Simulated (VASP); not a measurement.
A run of VASP 6.6.1 is set up as follows.

INCAR

```
PREC = Accurate
ENCUT = 520
EDIFF = 1E-6
ISMEAR = -1
SIGMA = 0.1
LREAL = F
LASPH = T
NELM = 100
ALGO = Normal
ISIF = 2
LWAVE = F
LCHARG = T
GGA = CA
LELF = T
LVHAR = T
NBANDS = 17
```

The input KPOINTS:

```
Automatic mesh
0
Gamma
  10 10 6
```

File POSCAR:

```
Sr
1.0
    4.1033515989      0.0000000000      0.0000000000
   -2.0516757994      3.5536067253      0.0000000000
    0.0000000000      0.0000000000      6.7209012589
Sr
2
Direct
    0.3333333333      0.6666666667      0.2500000000
    0.6666666667      0.3333333333      0.7500000000
```

Potentials or basis: VASP PAW LDA potentials, release 64 (Sr_sv).

Command:

```sh
$ cat potpaw_LDA.64/Sr_sv/POTCAR > POTCAR
$ mpirun -np 1 vasp_std > vasp.out
```

Question: Predict the band gap on the k mesh.

Answer: Zero (bands 10 and 11 overlap by 0.13 eV).

Question: Predict the pressure.

Answer: 0.0 GPa.
